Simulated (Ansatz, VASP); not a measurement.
**One calculation of Si2W, two programs**

```
Si W
1.0
     0.00000    2.94890    2.94890
     2.94890    0.00000    2.94890
     2.94890    2.94890    0.00000
Si W
2 1
Cartesian
  1.4744 1.4744 1.4744
  4.4233 4.4233 4.4233
  2.9489 2.9489 2.9489
```

Alike in both runs: functional PBE; k mesh 6 × 6 × 6; occupations gaussian, width 0.1 eV; no spin polarisation.

Ansatz relaxed the structure, and its values are those at the end. VASP's run is a single point on that final structure, the one shown.

|  | VASP | Ansatz |
| --- | --- | --- |
| version | VASP 6.6.1 | Ansatz 0.2.0 |
| potentials or method | VASP PAW PBE potentials, release 64 (Si, W_sv), cutoff 500 eV | scalar-relativistic, plane waves, PAW |
| valence electrons in the cell | 22 | 22 |

```csv
,VASP,Ansatz,Ansatz less VASP
gap on the k mesh at the Fermi level (eV),none,none,-
pressure (GPa),0.0,0.0,-0.03
```

A gap of «none» marks a metal or a gap that the smearing closes.

Spin-orbit coupling is off throughout.
